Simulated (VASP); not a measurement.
Wanted: the native input for a VASP 6.6.1 run.

* Task: single point
* Functional: LDA
* Potentials or basis: VASP PAW LDA potentials, release 64 (Mn_pv, Cl)
* Cutoff: 520 eV
* k mesh: 6 × 6 × 6
* Occupations: gaussian, width 0.05 eV
* Spin: collinear spin, ferromagnetic start
* Starting moments: [5.0, 0.0, 0.0] μB
* Hubbard terms: Mn d U = 7.0 eV
* Dipole correction: no
* Further INCAR settings: ALGO = Normal; EDIFF = 1e-06; NBANDS = 24

The structure of MnCl2 lies in POSCAR:

```
MnCl2
1.0
    1.8430003400      1.0640567400      5.8233308300
   -1.8430003400      1.0640567400      5.8233308300
    0.0000000000     -2.1281134900      5.8233308300
Mn Cl
1 2
Direct
    0.0000000000      0.0000000000      0.0000000000
    0.2500000000      0.2500000000      0.2500000000
    0.7500000000      0.7500000000      0.7500000000
```

The input as run:

INCAR

```
SYSTEM = MnCl2
PREC = Accurate ; ENCUT = 520
EDIFF = 1E-6 ; ISMEAR = 0
SIGMA = 0.05 ; LREAL = .FALSE.
LASPH = .TRUE. ; NELM = 150
ALGO = Normal ; ISIF = 2
LWAVE = .FALSE. ; LCHARG = .FALSE.
ISPIN = 2 ; MAGMOM = 5 0 0
LORBIT = 11 ; LMAXMIX = 4
LDAU = .TRUE. ; LDAUTYPE = 2
LDAUL = 2 -1 ; LDAUU = 7 0
LDAUJ = 0 0 ; LDAUPRINT = 1
GGA = CA ; NBANDS = 24
```

KPOINTS

```
regular mesh
0
G
  6 6 6
  0 0 0
```

Potentials or basis: VASP PAW LDA potentials, release 64 (Mn_pv, Cl).

Run with:

```sh
$ cat potpaw_LDA.64/Mn_pv/POTCAR potpaw_LDA.64/Cl/POTCAR > POTCAR
$ mpirun -np 1 vasp_std > vasp.out
```

Results of the run:

```yaml
Pressure: -3.4 GPa
Largest_force: 0.567 eV/Å
Band_gap_on_the_k_mesh: 4.05 eV (least direct gap 4.17 eV)
Net_moment: 5.00 μB per cell
Site_moments: Mn +4.67; Cl +0.04 μB
Valence_electrons_inside_the_program's_atomic_spheres: Mn 11.25; Cl 5.10
```

Caveat: the cell stands under tension; a cell with one magnetic atom can't hold antiferromagnetic order, which such compounds often take.

Wall time 6 min on 1 thread of Intel Xeon 8259CL (shared host), peak memory 0.3 GiB.
